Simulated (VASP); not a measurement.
ZnO:

```xyz
4
Lattice="3.1830 0.0000 0.0000 -1.5915 2.7565 0.0000 0.0000 0.0000 5.0994" Properties=species:S:1:pos:R:3 pbc="T T T"
Zn    1.5915    0.9188    0.0000
Zn    0.0000    1.8377    2.5497
O     0.0000    1.8377    4.4825
O     1.5915    0.9188    1.9327
```

Base run:

* Program: VASP 6.6.1
* Functional: RPBE
* Dispersion: D3(BJ)
* Potentials or basis: VASP PAW PBE potentials, release 64 (Zn, O_h)
* Cutoff: 1340 eV
* k mesh: 9 × 9 × 5
* Occupations: fermi-dirac, width 0.05 eV
* Spin: no spin polarisation

Its results: band gap on the k mesh 0.97 eV; pressure 4.6 GPa; largest force 0.116 eV/Å.

The run is repeated on the same cell with these changes: functional from RPBE to revPBE; dispersion from D3(BJ) to none. What comes out?

Band gap on the k mesh 0.94 eV; pressure 20.4 GPa; largest force 0.102 eV/Å.

Several settings changed at once.

Caveats: the cell stands under pressure; the PAW data sets were made with another functional, which shifts forces and pressure a little.

